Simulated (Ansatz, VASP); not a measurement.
**TiN: VASP beside Ansatz**

```
Ti N
1.0
     0.00000    2.08589    2.08589
     2.08589    0.00000    2.08589
     2.08589    2.08589    0.00000
Ti N
1 1
Direct
  0.00000 0.00000 0.00000
  0.50000 0.50000 0.50000
```

Alike in both runs: functional LDA; k mesh 18 × 18 × 18; occupations gaussian, width 0.1 eV; no spin polarisation.

Ansatz relaxed the structure, and its values are those at the end. VASP's run is a single point on that final structure, the one shown.

|  | VASP | Ansatz |
| --- | --- | --- |
| version | VASP 6.6.1 | Ansatz 0.2.0 |
| potentials or method | VASP PAW LDA potentials, release 64 (Ti_sv, N), cutoff 520 eV | scalar-relativistic, plane waves, PAW |
| valence electrons in the cell | 17 | 17 |

```tsv
	VASP	Ansatz	Ansatz less VASP
gap on the k mesh at the Fermi level (eV)	none	none	-
pressure (GPa)	1.0	0.0	-1.03
```

Ansatz warns that its potentials were made for another functional, while VASP's fit it. LDA's correlation is that of Perdew and Zunger in VASP and of Perdew and Wang (1992) in Ansatz. A gap of «none» marks a metal or a gap that the smearing closes.
